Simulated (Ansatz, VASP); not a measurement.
# Two plane-wave programs on TePb

The input INCAR:

```
ALGO = Normal
EDIFF = 1E-6
ENCUT = 520
GGA = PE
ISIF = 2
ISMEAR = 0
LASPH = True
LCHARG = False
LREAL = False
LWAVE = False
NBANDS = 17
NELM = 80
PREC = Accurate
SIGMA = 0.05
```

Contents of KPOINTS:

```
k-points
0
Gamma
  10 10 8
```

The input POSCAR:

```
TePb
1.0
    4.5450855574      0.0000000000      0.0000000000
   -2.2725427787      3.8589799560      0.0000000000
    0.0000000000      0.0000000000      4.1892026525
Pb Te
1 1
Direct
    0.0000000000      0.0000000000      0.0000000000
    0.6666666667      0.3333333333      0.5000000000
```

Input for Ansatz:

```yaml
crystal:
  lattice:
    - [4.5450855574, 0.0, 0.0]
    - [-2.2725427787, 3.858979956, 0.0]
    - [0.0, 0.0, 4.1892026525]
  atoms:
    - { symbol: Pb, position: [0.0, 0.0, 0.0] }
    - { symbol: Te, position: [0.6666666667, 0.3333333333, 0.5] }
basis:
  ecutwfc: 420
  ecutrho_ratio: 4
kpoints:
  mp_grid: { grid: [10, 10, 8] }
hamiltonian:
  xc: pbe
scf:
  occupations: { method: gaussian, width: 0.05 }
output:
  forces: true
  stress: true
  eigenvalues: true
```

Change from the starting cell: strain e1 = +0.02, atoms carried along.

Alike in both runs: task single point; functional PBE; k mesh 10 × 10 × 8; occupations gaussian, width 0.05 eV; no spin polarisation.

```csv
,VASP,Ansatz
version,VASP 6.6.1,Ansatz 0.2.0
potentials or method,"VASP PAW PBE potentials, release 64 (Pb_d, Te), cutoff 520 eV","scalar-relativistic, plane waves, PAW"
valence electrons in the cell,20,30
```

```tsv
	VASP	Ansatz	Ansatz less VASP
gap on the k mesh at the Fermi level (eV)	none	none	-
pressure (GPa)	-0.6	-0.6	+0.05
traceless stress, the component that is largest in VASP (GPa)	-0.15	-0.15	0.000
rms of the force components (eV/Å)	0.004	0.004	-0.0001
```

Atom by atom the forces differ by 0.000 eV/Å (rms over components). A gap of «none» marks a metal or a gap that the smearing closes. The functional is the same, so the differences come from potentials, cutoffs and numerics. VASP's potentials hold 20 valence electrons a cell and Ansatz's 30, so a difference there can come from the potentials and not from the codes.

Neither program's run includes spin-orbit coupling.
